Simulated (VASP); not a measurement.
# CaB (P-3m1) in VASP: further runs

The runs below take CaB through single point, relaxation of cell and atoms, with PBE.

All numbers are computed with VASP 6.6.1; they aren't measurements. Logs are shortened: lines on timing, memory, paths and dates and some standing lists are left out, and cuts for length are marked.

**1. The cell of the first run**

Symmetry: P-3m1, No. 164, trigonal system. The conventional cell has a = 3.299 Å, b = 3.299 Å, c = 8.032 Å, α = 90.00°, β = 90.00°, γ = 120.00°. Ca (site symmetry 3m) has 4 B at 2.49 to 2.94 Å and 6 Ca at 3.30 Å within 3.3 Å. Within 2.5 Å of B (site symmetry 3m) lie 3 B at 1.92 Å and 1 Ca at 2.49 Å.

The cell was generated, and may not be a known phase.

**2. Single point, PBE**

The input, INCAR:

```
PREC     = Accurate       # precision mode
ENCUT    = 520            # plane-wave cutoff, eV
EDIFF    = 1E-6           # SCF threshold, eV
ISMEAR   = 0              # smearing method
SIGMA    = 0.1            # smearing width, eV
LREAL    = F              # projectors in reciprocal space
LASPH    = T              # aspherical terms in the spheres
NELM     = 100            # most SCF steps
ALGO     = Normal         # electronic algorithm
ISIF     = 2              # what is computed and relaxed
LWAVE    = F              # write WAVECAR
LCHARG   = F              # write CHGCAR
GGA      = PE             # functional
NBANDS   = 21             # bands
```

The input, KPOINTS:

```
Automatic mesh
0
Gamma
  18 18 6
```

The input, POSCAR:

```
CaB
1.0
    3.2991750265      0.0000000000      0.0000000000
   -1.6495875132      2.8571693844      0.0000000000
    0.0000000000      0.0000000000      8.0321229112
Ca B
2 2
Direct
    0.3333333333      0.6666666667      0.2943919084
    0.6666666667      0.3333333333      0.7056080916
    0.3333333333      0.6666666667      0.9840591827
    0.6666666667      0.3333333333      0.0159408173
```

Potentials or basis: VASP PAW PBE potentials, release 64 (Ca_sv, B).

Command:

```sh
$ cat potpaw_PBE.64/Ca_sv/POTCAR potpaw_PBE.64/B/POTCAR > POTCAR
$ mpirun -np 1 vasp_std > vasp.out
```

OUTCAR:

```text
PREC = Accurate
   ENCUT = 520
   EDIFF = 1E-6
   ISMEAR = 0
   LREAL = F
   LASPH = T
   NELM = 100
   ISIF = 2
   GGA = PE

 ion  position               nearest neighbor table
   1  0.333  0.667  0.294-   3 2.49
   2  0.667  0.333  0.706-   4 2.49
   3  0.333  0.667  0.984-   4 1.92   4 1.92   4 1.92   1 2.49
   4  0.667  0.333  0.016-   3 1.92   3 1.92   3 1.92   2 2.49

  LATTYP: Found a hexagonal cell.
 ALAT       =     3.2991750265
 C/A-ratio  =     2.4345852665

  Lattice vectors:

 A1 = (   3.2991750265,   0.0000000000,   0.0000000000)
 A2 = (  -1.6495875132,   2.8571693844,   0.0000000000)
 A3 = (   0.0000000000,   0.0000000000,   8.0321229112)

Analysis of symmetry for initial positions (statically):
=====================================================================
 Subroutine PRICEL returns:
 Original cell was already a primitive cell.

 Routine SETGRP: Setting up the symmetry group for a
 hexagonal supercell.

 Subroutine GETGRP returns: Found 12 space group operations
 (whereof 12 operations were pure point group operations)
 out of a pool of 24 trial point group operations.

The static configuration has the point symmetry D_3d.

Analysis of symmetry for dynamics (positions and initial velocities):
=====================================================================
 Subroutine PRICEL returns:
 Original cell was already a primitive cell.

 Routine SETGRP: Setting up the symmetry group for a
 hexagonal supercell.

 Subroutine GETGRP returns: Found 12 space group operations
 (whereof 12 operations were pure point group operations)
 out of a pool of 24 trial point group operations.

The dynamic configuration has the point symmetry D_3d.

 Subroutine INISYM returns: Found 12 space group operations
 (whereof 12 operations are pure point group operations),
 and found     1 'primitive' translations

----------------------------------------------------------------------------------------

                                     Primitive cell

  volume of cell :      75.7132

  direct lattice vectors                    reciprocal lattice vectors
     3.299175026  0.000000000  0.000000000     0.303106077  0.174998375  0.000000000
    -1.649587513  2.857169384  0.000000000     0.000000000  0.349996750  0.000000000
     0.000000000  0.000000000  8.032122911     0.000000000  0.000000000  0.124500087

  length of vectors
     3.299175026  3.299175026  8.032122911     0.349996750  0.349996750  0.124500087

  position of ions in fractional coordinates (direct lattice)
     0.333333333  0.666666667  0.294391908
     0.666666667  0.333333333  0.705608092
     0.333333333  0.666666667  0.984059183
     0.666666667  0.333333333  0.015940817

  ion indices of the primitive-cell ions
   primitive index   ion index
                 1           1
                 2           2
                 3           3
                 4           4

----------------------------------------------------------------------------------------

 KPOINTS: Automatic mesh

Automatic generation of k-mesh.
 Grid dimensions read from file:
 generate k-points for:   18   18    6

 Generating k-lattice:

  Cartesian coordinates                     Fractional coordinates (reciprocal lattice)
     0.016839227  0.009722132  0.000000000     0.055555556 -0.000000000  0.000000000
     0.000000000  0.019444264  0.000000000     0.000000000  0.055555556  0.000000000
     0.000000000  0.000000000  0.020750014     0.000000000  0.000000000  0.166666667

  Length of vectors
     0.019444264  0.019444264  0.020750014

  Shift w.r.t. Gamma in fractional coordinates (k-lattice)
     0.000000000  0.000000000  0.000000000

 Subroutine IBZKPT returns following result:
 ===========================================

 Found    202 irreducible k-points:

 Following reciprocal coordinates:
            Coordinates               Weight
  0.000000  0.000000  0.000000      1.000000
  0.055556  0.000000  0.000000      6.000000
  0.111111  0.000000  0.000000      6.000000
  0.166667 -0.000000  0.000000      6.000000
  0.222222  0.000000  0.000000      6.000000
  0.277778  0.000000  0.000000      6.000000
[... 16 lines left out ...]
  0.333333  0.111111  0.000000     12.000000
  0.388889  0.111111  0.000000     12.000000
 [... further k-points ...]
   k-points           NKPTS =    202   k-points in BZ     NKDIM =    202   number of bands    NBANDS=     21
   number of dos      NEDOS =    301   number of ions     NIONS =      4
   total plane-waves  NPLWV =  47040
   dimension x,y,z NGX =    28 NGY =   28 NGZ =   60
   dimension x,y,z NGXF=    56 NGYF=   56 NGZF=  120
   ions per type =               2   2
   NGX,Y,Z   is equivalent  to a cutoff of  14.11, 14.11, 12.42 a.u.
   NGXF,Y,Z  is equivalent  to a cutoff of  28.22, 28.22, 24.84 a.u.
 SYSTEM =  unknown system
   PREC   = accura    normal or accurate (medium, high low for compatibility)
   ISTART =      0    job   : 0-new  1-cont  2-samecut
   ICHARG =      2    charge: 1-file 2-atom 10-const
   ISPIN  =      1    spin polarized calculation?
   LNONCOLLINEAR =      F non collinear calculations
   LSORBIT =      F    spin-orbit coupling
   LASPH  =      T    aspherical Exc in radial PAW
   ENCUT  =  520.0 eV  38.22 Ry    6.18 a.u.   6.13  6.13 14.93*2*pi/ulx,y,z
   NELM   =    100;   NELMIN=  2; NELMDL= -5     # of ELM steps
   EDIFF  = 0.1E-05   stopping-criterion for ELM
   LREAL  =      F    real-space projection
[... 7 lines left out ...]
   TEBEG  =    0.0;   TEEND  =   0.0 temperature during run
   PSTRESS=    0.0 pullay stress
   NELECT =      26.0000    total number of electrons
   NUPDOWN=      -1.0000    fix difference up-down
   EMIN   =  10.00;   EMAX   =-10.00  energy-range for DOS
   EFERMI =   0.00;   METHOD = LEGACY
   ISMEAR =     0;   SIGMA  =   0.10  broadening in eV -4-tet -1-fermi 0-gaus
   EFERMI_NEDOS =   21; number of points for ismear=-14 and -15
   IALGO  =     38    algorithm
   IMIX   =      4    mixing-type and parameters
     AMIX     =   0.40;   BMIX     =  1.00
     AMIX_MAG =   1.60;   BMIX_MAG =  1.00
  volume/ion in A,a.u.               =      18.93       127.73
  Fermi-wavevector in a.u.,A,eV,Ry     =   1.146416  2.166411 17.881709  1.314269
  Thomas-Fermi vector in A             =   2.283100
   LORBIT       =      0    0 simple, 1 ext, 2 COOP (PROOUT), +10 PAW based schemes
   GGA     = PE    functional components
   LHFCALC =     F    Hartree Fock is set to
   AEXX    =    0.0000 exact exchange contribution
   IVDW    =     0    specifies the selected vdW correction
   LEPSILON=     F    determine dielectric tensor
   LRPA    =     F    only Hartree local field effects (RPA)
 non-spin polarized calculation
 Gauss-broadening in eV      SIGMA  =   0.10
  energy-cutoff  :      520.00
  volume of cell :       75.71
 maximum number of plane-waves:      2060
 NGX is ok and might be reduce to    28
   NGX = 13   NGY = 13   NGZ = 29

 number of electron      26.0000002 magnetization

 Free energy of the ion-electron system (eV)
  ---------------------------------------------------
  ext. energy  EPLUGINS =         0.00000000
  ---------------------------------------------------
  free energy    TOTEN  =       -15.38078242 eV

  energy without entropy =      -15.36756973  energy(sigma->0) =      -15.37417608

 E-fermi :   3.5821     XC(G=0):  -9.4311

 val. band max:        3.5749126699   @ k =   0.0556   0.0556   0.3333
 cond. band min:       3.5852790785   @ k =  -0.1667  -0.4444   0.1667
 fundamental gap:      0.0103664086
 Fermi energy:         3.5820794506

 k-point     1 :       0.0000    0.0000    0.0000
  band No.  band energies     occupation
      1     -37.5484      2.00000
      2     -37.5377      2.00000
      3     -18.5545      2.00000
      4     -18.4233      2.00000
      5     -18.3837      2.00000
      6     -18.3837      2.00000
[... 13 lines left out ...]
     20       8.5989      0.00000
     21       8.5990      0.00000

 k-point     2 :       0.0556    0.0000    0.0000
  band No.  band energies     occupation
      1     -37.5458      2.00000
      2     -37.5353      2.00000
      3     -18.5506      2.00000
      4     -18.4225      2.00000
      5     -18.4003      2.00000
      6     -18.3941      2.00000
[... 13 lines left out ...]
     20       8.5358      0.00000
     21       8.6042      0.00000

 k-point     3 :       0.1111    0.0000    0.0000
  band No.  band energies     occupation
      1     -37.5386      2.00000
      2     -37.5285      2.00000
      3     -18.5396      2.00000
      4     -18.4553      2.00000
      5     -18.4452      2.00000
      6     -18.4127      2.00000
[... 13 lines left out ...]
     20       8.3833      0.00000
     21       8.5629      0.00000

 k-point     4 :       0.1667   -0.0000    0.0000
  band No.  band energies     occupation
      1     -37.5274      2.00000
      2     -37.5181      2.00000
      3     -18.5348      2.00000
      4     -18.5302      2.00000
      5     -18.5115      2.00000
      6     -18.4173      2.00000
[... 13 lines left out ...]
     20       8.2103      0.00000
     21       8.2965      0.00000

 k-point     5 :       0.2222    0.0000    0.0000
  band No.  band energies     occupation
      1     -37.5137      2.00000
      2     -37.5052      2.00000
      3     -18.6266      2.00000
      4     -18.6181      2.00000
      5     -18.4969      2.00000
      6     -18.4390      2.00000
[... 13 lines left out ...]
     20       7.9975      0.00000
     21       8.1304      0.00000
[... 382 lines left out ...]
     20       7.8857      0.00000
     21       8.1332      0.00000

 k-point    22 :       0.2778    0.1111    0.0000
  band No.  band energies     occupation
      1     -37.4812      2.00000
      2     -37.4755      2.00000
      3     -18.8133      2.00000
      4     -18.8032      2.00000
      5     -18.5167      2.00000
      6     -18.5042      2.00000
[... 13 lines left out ...]
     20       7.8993      0.00000
     21       8.2625      0.00000

 k-point    23 :       0.3333    0.1111    0.0000
  band No.  band energies     occupation
      1     -37.4702      2.00000
      2     -37.4658      2.00000
      3     -18.8775      2.00000
      4     -18.8649      2.00000
      5     -18.5392      2.00000
      6     -18.5253      2.00000
[... 13 lines left out ...]
     20       8.0045      0.00000
     21       8.4235      0.00000

 k-point    24 :       0.3889    0.1111    0.0000
  band No.  band energies     occupation
      1     -37.4630      2.00000
      2     -37.4596      2.00000
      3     -18.9190      2.00000
      4     -18.9049      2.00000
      5     -18.5539      2.00000
      6     -18.5391      2.00000
[... 13 lines left out ...]
     20       8.1666      0.00000
     21       8.5583      0.00000

 [... further k-points ...]

------------------------ aborting loop because EDIFF is reached ----------------------------------------

  FORCE on cell =-STRESS in cart. coord.  units (eV):
  Direction    XX          YY          ZZ          XY          YZ          ZX
  --------------------------------------------------------------------------------------
  -------------------------------------------------------------------------------------
  Total        0.0082499      0.0082499      0.0950975      0.0000000      0.0000000      0.0000000
  in kB        0.1745768      0.1745768      2.0123715      0.0000000      0.0000000      0.0000000
  external PRESSURE =       0.7871751 kB  Pullay stress =       0.0000000 kB

 VOLUME and BASIS-vectors are now :
 -----------------------------------------------------------------------------
  energy-cutoff  :      520.00
  volume of cell :       75.71
      direct lattice vectors                 reciprocal lattice vectors
     3.299175026  0.000000000  0.000000000     0.303106077  0.174998375  0.000000000
    -1.649587513  2.857169384  0.000000000     0.000000000  0.349996750  0.000000000
     0.000000000  0.000000000  8.032122911     0.000000000  0.000000000  0.124500087

 POSITION                                       TOTAL-FORCE (eV/Angst)
 -----------------------------------------------------------------------------------
     -0.00000      1.90478      2.36459         0.000000     -0.000000      0.017203
      1.64959      0.95239      5.66753        -0.000000      0.000000     -0.017203
     -0.00000      1.90478      7.90408         0.000000     -0.000000      0.001565
      1.64959      0.95239      0.12804         0.000000      0.000000     -0.001565
 -----------------------------------------------------------------------------------
    total drift:                               -0.000000      0.000000      0.000000

  FREE ENERGIE OF THE ION-ELECTRON SYSTEM (eV)
  ---------------------------------------------------
  free  energy   TOTEN  =       -15.3807824201 eV

  energy  without entropy=      -15.3675697335  energy(sigma->0) =      -15.37417608
```

Run time: 2.6 min. Hardware: 1 thread of Intel Xeon 6975P-C (Granite Rapids), shared host; peak memory 0.41 GiB.

What came out:

- Free energy: -15.3808 eV
- Pressure: 0.1 GPa
- Largest force: 0.017 eV/Å
- Band gap on the k mesh: zero (bands 13 and 14 overlap by 1.07 eV)

Forces on the atoms (eV/Å):
```
Ca   0.000  0.000  0.017
Ca   0.000  0.000 -0.017
B    0.000  0.000  0.002
B    0.000  0.000 -0.002
```

**3. Relaxation of cell and atoms, PBE**

This run uses another cell than the first one, of 18.83 Å³/atom.

The input, INCAR:

```
PREC     = Accurate       # precision mode
ENCUT    = 600            # plane-wave cutoff, eV
EDIFF    = 1E-7           # SCF threshold, eV
ISMEAR   = 0              # smearing method
SIGMA    = 0.1            # smearing width, eV
LREAL    = F              # projectors in reciprocal space
LASPH    = T              # aspherical terms in the spheres
NELM     = 60             # most SCF steps
ALGO     = Normal         # electronic algorithm
ISIF     = 3              # what is computed and relaxed
LWAVE    = F              # write WAVECAR
LCHARG   = F              # write CHGCAR
GGA      = PE             # functional
IBRION   = 2              # ionic algorithm
NSW      = 100            # ionic steps
EDIFFG   = -0.01          # ionic threshold
```

The input, KPOINTS:

```
regular mesh
0
Gamma
  18 18 6
```

The input, POSCAR:

```
CaB
1.0
    3.2983759082      0.0000000000      0.0000000000
   -1.6491879541      2.8564773278      0.0000000000
    0.0000000000      0.0000000000      7.9963655144
Ca B
2 2
Direct
    0.3333333333      0.6666666667      0.2961468946
    0.6666666667      0.3333333333      0.7038531054
    0.3333333333      0.6666666667      0.9834807864
    0.6666666667      0.3333333333      0.0165192136
```

Potentials or basis: VASP PAW PBE potentials, release 64 (Ca_sv, B).

Command:

```sh
$ cat potpaw_PBE.64/Ca_sv/POTCAR potpaw_PBE.64/B/POTCAR > POTCAR
$ mpirun -np 1 vasp_std > vasp.out
```

Wall time 9.5 min (1 thread of Intel Xeon 6975P-C (Granite Rapids), shared host); peak memory 0.46 GiB.

It converged, with:

* Free energy: -15.3823 eV
* Relaxed volume: 18.94 Å³/atom
* Relaxed cell: a = 3.298 Å, b = 3.298 Å, c = 8.041 Å, α = 90.00°, β = 90.00°, γ = 120.00°
* Space group after relaxing (to 0.1 Å): P-3m1 (No. 164)
* Energy gained by relaxing: 0.4 meV/atom
* Ionic steps: 7
* Pressure after relaxing: 0.1 GPa
* Largest force after relaxing: 0.008 eV/Å
* Band gap on the k mesh: zero (bands 13 and 14 overlap by 1.08 eV)

Forces on the atoms (eV/Å):
```
Ca   0.000  0.000 -0.003
Ca   0.000  0.000  0.003
B    0.000  0.000 -0.008
B    0.000  0.000  0.008
```

The path:
```tsv
step	energy change (eV)	largest force (eV/Å)	pressure (GPa)	volume (Å³)
1	0.0000	0.0888	0.15	75.34
2	-0.0010	0.0374	0.09	75.54
3	-0.0013	0.0317	0.04	75.71
4	-0.0016	0.0242	-0.05	75.84
5	-0.0016	0.0238	-0.04	75.84
6	-0.0017	0.0136	0.00	75.79
7	-0.0017	0.0082	0.05	75.75
```

Final structure:
```
Ca B
1.0
     3.29807    0.00000    0.00000
    -1.64904    2.85621    0.00000
     0.00000    0.00000    8.04127
Ca B
2 2
Direct
  0.33333 0.66667 0.29473
  0.66667 0.33333 0.70527
  0.33333 0.66667 0.98435
  0.66667 0.33333 0.01565
```

Levels at points of the mesh, in eV from the Fermi level:
| k point | band 9 | band 10 | band 11 | band 12 | band 13 | band 14 | band 15 | band 16 | band 17 |
| --- | --- | --- | --- | --- | --- | --- | --- | --- | --- |
| (0.00, 0.00, 0.00) | -9.71 | -3.92 | -3.31 | -0.34 | 0.74 | 0.75 | 0.75 | 2.93 | 2.93 |
| (0.50, 0.00, 0.00) | -6.83 | -5.72 | -1.46 | -1.14 | -0.28 | 0.12 | 0.36 | 0.52 | 1.95 |
| (0.00, 0.00, 0.50) | -9.69 | -4.59 | -1.71 | -1.55 | 0.74 | 0.74 | 1.01 | 3.01 | 3.01 |
| (0.50, 0.00, 0.50) | -6.83 | -5.73 | -1.49 | -1.13 | -0.31 | 0.39 | 0.47 | 0.48 | 1.60 |
